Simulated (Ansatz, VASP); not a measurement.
# One calculation of BiS, two programs

INCAR

```
PREC     = Accurate       # precision mode
ENCUT    = 500            # plane-wave cutoff, eV
EDIFF    = 1E-7           # SCF threshold, eV
ISMEAR   = 0              # smearing method
SIGMA    = 0.1            # smearing width, eV
LREAL    = F              # projectors in reciprocal space
LASPH    = T              # aspherical terms in the spheres
NELM     = 120            # most SCF steps
ALGO     = Normal         # electronic algorithm
ISIF     = 3              # what is computed and relaxed
LWAVE    = F              # write WAVECAR
LCHARG   = F              # write CHGCAR
GGA      = PE             # functional
IBRION   = 2              # ionic algorithm
NSW      = 100            # ionic steps
EDIFFG   = -0.01          # ionic threshold
GGA_COMPAT= F            
NELMIN   = 4
```

The input KPOINTS:

```
Automatic mesh
0
Gamma
  18 18 18
```

The input POSCAR:

```
BiS
1.0
    1.9027274842      1.0985402233      4.0089903404
   -1.9027274842      1.0985402233      4.0089903404
    0.0000000000     -2.1970804523      4.0089903388
Bi S
1 1
Direct
    0.0000000000      0.0000000000      0.0000000000
    0.5000000000      0.5000000000      0.5000000000
```

Input for Ansatz:

```yaml
crystal:
  lattice:
    - [1.9027274842, 1.0985402233, 4.0089903404]
    - [-1.9027274842, 1.0985402233, 4.0089903404]
    - [0.0, -2.1970804523, 4.0089903388]
  atoms:
    - { symbol: Bi, position: [0.0, 0.0, 0.0] }
    - { symbol: S, position: [0.5, 0.5, 0.5] }
basis:
  ecutwfc: 420
kpoints:
  mp_grid: { grid: [18, 18, 18] }
hamiltonian:
  xc: pbe
scf:
  occupations: { method: gaussian, width: 0.1 }
output:
  forces: true
  stress: true
  eigenvalues: true
  write_density: true
  write_potential: true
  elf: true
  volumetric_format: npy
relax:
  adjacent_minimum: "off"
  f_tol: 0.01
  max_steps: 80
  cell: { stress_tol: 0.05 }
```

Change from the starting cell: species swapped into the SnSb type (R-3m, No. 166).

Alike in both runs: task relaxation of cell and atoms; functional PBE; k mesh 18 × 18 × 18; occupations gaussian, width 0.1 eV; no spin polarisation.

|  | VASP | Ansatz |
| --- | --- | --- |
| version | VASP 6.6.1 | Ansatz 0.2.0 |
| potentials or method | VASP PAW PBE potentials, release 64 (Bi_d, S), cutoff 500 eV | scalar-relativistic, plane waves, PAW |
| valence electrons in the cell | 21 | 21 |

```csv
,VASP,Ansatz,Ansatz less VASP
"gap on the k mesh at the Fermi level, each at its own relaxed structure (eV)",none,none,-
relaxed volume (Å³/atom),25.12,25.14,+0.024
relaxed cell length with the largest relative difference (Å),4.571,4.572,+0.0011
```

A gap of «none» marks a metal or a gap that the smearing closes.

Neither program's run includes spin-orbit coupling.
